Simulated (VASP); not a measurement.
Here is a VASP 6.6.1 calculation.

The input INCAR:

```
PREC = Accurate ; ENCUT = 500
EDIFF = 1E-7 ; ISMEAR = 1
SIGMA = 0.1 ; LREAL = F
LASPH = T ; NELM = 120
ALGO = Normal ; ISIF = 3
LWAVE = F ; LCHARG = F
IBRION = 2 ; NSW = 60
EDIFFG = -0.02 ; GGA_COMPAT = F
NELMIN = 4
```

Contents of KPOINTS:

```
Automatic mesh
0
Gamma
  6 6 6
```

Contents of POSCAR:

```
Na
1.0
    3.5100000000      0.0000000000      0.0000000000
    0.0000000000      3.5100000000      0.0000000000
    0.0000000000      0.0000000000      3.5100000000
Na
1
Direct
    0.0000000000      0.0000000000      0.0000000000
```

Potentials or basis: VASP PAW LDA potentials, release 64 (Na_pv).

Command:

```bash
$ cat potpaw_LDA.64/Na_pv/POTCAR > POTCAR
$ mpirun -np 1 vasp_std > vasp.out
```

(1) Estimate the relaxed volume.

(2) Predict the space group after relaxing (to 0.05 Å).

(3) Estimate the relaxed cell.

## Answers

(1) 35.49 Å³/atom.

(2) Pm-3m (No. 221).

(3) a = 3.286 Å, b = 3.286 Å, c = 3.286 Å, α = 90.00°, β = 90.00°, γ = 90.00°.

Caveat: the volume moved by over 15 % at a fixed basis, so the end points are rough.
